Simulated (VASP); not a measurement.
# AlP (zincblende type) (F-43m) in VASP: notebook

AlP (zincblende type) is run at these levels: LDA; tasks: single point.

All numbers are computed with VASP 6.6.1; they aren't measurements. Logs are shortened: lines on timing, memory, paths and dates and some standing lists are left out, and cuts for length are marked.

## Step 1: The cell of the first run

The structure is cubic, space group F-43m (No. 216). The conventional cell has a = 4.452 Å, b = 4.452 Å, c = 4.452 Å, α = 90.00°, β = 90.00°, γ = 90.00°. Within 2.6 Å of Al (site symmetry -43m) lie 4 P at 1.93 Å. P (site symmetry -43m) has 4 Al at 1.93 Å within 2.6 Å.

## Step 2: Single point, LDA

Input file INCAR:

```
PREC = Accurate ; ENCUT = 500
EDIFF = 1E-6 ; ISMEAR = -1
SIGMA = 0.05 ; LREAL = F
LASPH = T ; NELM = 120
ALGO = Normal ; ISIF = 2
LWAVE = F ; LCHARG = F
NBANDS = 11 ; GGA_COMPAT = F
```

Input file KPOINTS:

```
Automatic mesh
0
Gamma
  12 12 12
```

Input file POSCAR:

```
AlP
1.0
    0.0000000000      2.2258215404      2.2258215404
    2.2258215404      0.0000000000      2.2258215404
    2.2258215404      2.2258215404      0.0000000000
Al P
1 1
Direct
    0.0000000000      0.0000000000      0.0000000000
    0.2500000000      0.2500000000      0.2500000000
```

Potentials or basis: VASP PAW LDA potentials, release 64 (Al, P).

Started as:

```console
> cat potpaw_LDA.64/Al/POTCAR potpaw_LDA.64/P/POTCAR > POTCAR
> mpirun -np 1 vasp_std > vasp.out
```

OUTCAR:

```text
PREC = Accurate
   ENCUT = 500
   EDIFF = 1E-6
   ISMEAR = -1
   LREAL = F
   LASPH = T
   NELM = 120
   ISIF = 2

 ion  position               nearest neighbor table
   1  0.000  0.000  0.000-   2 1.93   2 1.93   2 1.93   2 1.93
   2  0.250  0.250  0.250-   1 1.93   1 1.93   1 1.93   1 1.93

  LATTYP: Found a face centered cubic cell.
 ALAT       =     4.4516430808

  Lattice vectors:

 A1 = (   0.0000000000,   2.2258215404,   2.2258215404)
 A2 = (   2.2258215404,   0.0000000000,   2.2258215404)
 A3 = (   2.2258215404,   2.2258215404,   0.0000000000)

Analysis of symmetry for initial positions (statically):
=====================================================================
 Subroutine PRICEL returns:
 Original cell was already a primitive cell.

 Routine SETGRP: Setting up the symmetry group for a
 face centered cubic supercell.

 Subroutine GETGRP returns: Found 24 space group operations
 (whereof 24 operations were pure point group operations)
 out of a pool of 48 trial point group operations.

The static configuration has the point symmetry T_d .

Analysis of symmetry for dynamics (positions and initial velocities):
=====================================================================
 Subroutine PRICEL returns:
 Original cell was already a primitive cell.

 Routine SETGRP: Setting up the symmetry group for a
 face centered cubic supercell.

 Subroutine GETGRP returns: Found 24 space group operations
 (whereof 24 operations were pure point group operations)
 out of a pool of 48 trial point group operations.

The dynamic configuration has the point symmetry T_d .

 Subroutine INISYM returns: Found 24 space group operations
 (whereof 24 operations are pure point group operations),
 and found     1 'primitive' translations

----------------------------------------------------------------------------------------

                                     Primitive cell

  volume of cell :      22.0547

  direct lattice vectors                    reciprocal lattice vectors
     0.000000000  2.225821540  2.225821540    -0.224636158  0.224636158  0.224636158
     2.225821540  0.000000000  2.225821540     0.224636158 -0.224636158  0.224636158
     2.225821540  2.225821540  0.000000000     0.224636158  0.224636158 -0.224636158

  length of vectors
     3.147787010  3.147787010  3.147787010     0.389081239  0.389081239  0.389081239

  position of ions in fractional coordinates (direct lattice)
     0.000000000  0.000000000  0.000000000
     0.250000000  0.250000000  0.250000000

  ion indices of the primitive-cell ions
[... 76 lines left out ...]
   LREAL  =      F    real-space projection
[... 7 lines left out ...]
   TEBEG  =    0.0;   TEEND  =   0.0 temperature during run
   PSTRESS=    0.0 pullay stress
   NELECT =       8.0000    total number of electrons
   NUPDOWN=      -1.0000    fix difference up-down
   EMIN   =  10.00;   EMAX   =-10.00  energy-range for DOS
   EFERMI =   0.00;   METHOD = LEGACY
   ISMEAR =    -1;   SIGMA  =   0.05  broadening in eV -4-tet -1-fermi 0-gaus
   EFERMI_NEDOS =   21; number of points for ismear=-14 and -15
   IALGO  =     38    algorithm
   IMIX   =      4    mixing-type and parameters
     AMIX     =   0.40;   BMIX     =  1.00
     AMIX_MAG =   1.60;   BMIX_MAG =  1.00
  volume/ion in A,a.u.               =      11.03        74.42
  Fermi-wavevector in a.u.,A,eV,Ry     =   1.167538  2.206328 18.546724  1.363146
  Thomas-Fermi vector in A             =   2.304037
   LORBIT       =      0    0 simple, 1 ext, 2 COOP (PROOUT), +10 PAW based schemes
   GGA     = CA    functional components
   LHFCALC =     F    Hartree Fock is set to
   AEXX    =    0.0000 exact exchange contribution
   IVDW    =     0    specifies the selected vdW correction
   LEPSILON=     F    determine dielectric tensor
   LRPA    =     F    only Hartree local field effects (RPA)
 non-spin polarized calculation
  energy-cutoff  :      500.00
  volume of cell :       22.05
 maximum number of plane-waves:       569
   NGX = 11   NGY = 11   NGZ = 11

 number of electron       8.0000001 magnetization

 Free energy of the ion-electron system (eV)
  ---------------------------------------------------
  ext. energy  EPLUGINS =         0.00000000
  ---------------------------------------------------
  free energy    TOTEN  =        -5.40282737 eV

  energy without entropy =       -5.40084400  energy(sigma->0) =       -5.40183568

 E-fermi :  11.9791     XC(G=0): -11.9882

 val. band max:       11.8797592423   @ k =   0.0833   0.0000   0.0000
 cond. band min:      11.9953983457   @ k =   0.0000   0.0000   0.0000
 fundamental gap:      0.1156391034
 Fermi energy:        11.9790836742

 k-point     1 :       0.0000    0.0000    0.0000
  band No.  band energies     occupation
      1      -4.1860      2.00000
      2      11.9954      0.83829
      3      11.9954      0.83829
      4      11.9954      0.83828
      5      17.1641      0.00000
      6      17.1641      0.00000
      7      17.1641      0.00000
      8      20.7738      0.00000
      9      21.1412      0.00000
     10      21.1412      0.00000
     11      27.0317      0.00000
[... 309 lines left out ...]
 k-point    24 :      -0.4167    0.1667    0.0000
  band No.  band energies     occupation
      1      -0.1304      2.00000
      2       3.3153      2.00000
      3       8.5018      2.00000
      4      10.3049      2.00000
      5      15.0760      0.00000
      6      17.8662      0.00000
      7      18.8272      0.00000
      8      23.1176      0.00000
      9      23.7725      0.00000
     10      24.9291      0.00000
     11      28.5370      0.00000

 [... further k-points ...]

------------------------ aborting loop because EDIFF is reached ----------------------------------------

  FORCE on cell =-STRESS in cart. coord.  units (eV):
  Direction    XX          YY          ZZ          XY          YZ          ZX
  --------------------------------------------------------------------------------------
  -------------------------------------------------------------------------------------
  Total       23.6988121     23.6988121     23.6988121     -0.0000000     -0.0000000     -0.0000000
  in kB     1721.6154072   1721.6154072   1721.6154072     -0.0000000     -0.0000000     -0.0000000
  external PRESSURE =    1721.6154072 kB  Pullay stress =       0.0000000 kB

 VOLUME and BASIS-vectors are now :
 -----------------------------------------------------------------------------
  energy-cutoff  :      500.00
  volume of cell :       22.05
      direct lattice vectors                 reciprocal lattice vectors
     0.000000000  2.225821540  2.225821540    -0.224636158  0.224636158  0.224636158
     2.225821540  0.000000000  2.225821540     0.224636158 -0.224636158  0.224636158
     2.225821540  2.225821540  0.000000000     0.224636158  0.224636158 -0.224636158

 POSITION                                       TOTAL-FORCE (eV/Angst)
 -----------------------------------------------------------------------------------
      0.00000      0.00000      0.00000        -0.000000     -0.000000     -0.000000
      1.11291      1.11291      1.11291         0.000000      0.000000      0.000000
 -----------------------------------------------------------------------------------
    total drift:                                0.000000      0.000000      0.000000

  FREE ENERGIE OF THE ION-ELECTRON SYSTEM (eV)
  ---------------------------------------------------
  free  energy   TOTEN  =        -5.4028273699 eV

  energy  without entropy=       -5.4008439966  energy(sigma->0) =       -5.40183568
```

Run time: 24 s. Hardware: 1 thread of Intel Xeon 8259CL, shared host; peak memory 0.13 GiB.

What came out:

* Free energy: -5.4028 eV
* Pressure: 172.2 GPa
* Band gap on the k mesh: zero (band 4 reaches 12.00 eV, above the bottom of band 5 at 11.51 eV)

Levels at points of the mesh, in eV from the Fermi level:
| k point | band 2 | band 3 | band 4 | band 5 | band 6 | band 7 |
| --- | --- | --- | --- | --- | --- | --- |
| (0.00, 0.00, 0.00) | 0.02 | 0.02 | 0.02 | 5.19 | 5.19 | 5.19 |
| (0.50, 0.00, 0.00) | -9.24 | -1.05 | -1.05 | 4.33 | 4.33 | 4.97 |
| (0.50, 0.50, 0.00) | -8.15 | -3.56 | -3.56 | -0.47 | 1.59 | 14.37 |

## Step 3: Single point, LDA (volume scaled by 0.64)

Input file INCAR:

```
SYSTEM = AlP
PREC     = Accurate       ! precision mode
ENCUT    = 500            ! plane-wave cutoff, eV
EDIFF    = 1E-6           ! SCF threshold, eV
ISMEAR   = -1             ! smearing method
SIGMA    = 0.05           ! smearing width, eV
LREAL    = .FALSE.        ! projectors in reciprocal space
LASPH    = .TRUE.         ! aspherical terms in the spheres
NELM     = 120            ! most SCF steps
ALGO     = Normal         ! electronic algorithm
ISIF     = 2              ! what is computed and relaxed
LWAVE    = .FALSE.        ! write WAVECAR
LCHARG   = .FALSE.        ! write CHGCAR
NBANDS   = 11             ! bands
GGA_COMPAT= .FALSE.
```

Input file KPOINTS:

```
regular mesh
0
G
  12 12 12
  0 0 0
```

Input file POSCAR:

```
AlP
1.0
    0.0000000000      2.3411510539      2.3411510539
    2.3411510539      0.0000000000      2.3411510539
    2.3411510539      2.3411510539      0.0000000000
Al P
1 1
Direct
    0.0000000000      0.0000000000      0.0000000000
    0.2500000000      0.2500000000      0.2500000000
```

Potentials or basis: VASP PAW LDA potentials, release 64 (Al, P).

Started as:

```console
> cat potpaw_LDA.64/Al/POTCAR potpaw_LDA.64/P/POTCAR > POTCAR
> mpirun -np 1 vasp_std > vasp.out
```

Run time: 17 s. Hardware: 1 thread of Intel Xeon 8259CL, shared host; peak memory 0.13 GiB.

It converged, with:

```yaml
Free_energy: -8.3608 eV
Pressure: 97.3 GPa
Band_gap_on_the_k_mesh: 0.14 eV, indirect (least direct gap 3.33 eV)
```

Levels at points of the mesh, in eV from the valence-band top:
| k point | band 1 | band 2 | band 3 | band 4 | band 5 | band 6 | band 7 | band 8 | band 9 |
| --- | --- | --- | --- | --- | --- | --- | --- | --- | --- |
| (0.00, 0.00, 0.00) | -14.80 | 0.00 | 0.00 | 0.00 | 5.02 | 5.02 | 5.02 | 7.32 | 9.15 |
| (0.50, 0.00, 0.00) | -11.69 | -8.17 | -1.01 | -1.01 | 4.40 | 4.53 | 4.53 | 9.11 | 12.94 |
| (0.50, 0.50, 0.00) | -10.45 | -7.32 | -3.19 | -3.19 | 0.14 | 1.85 | 13.72 | 13.72 | 14.70 |

 A k mesh can miss the band edges.
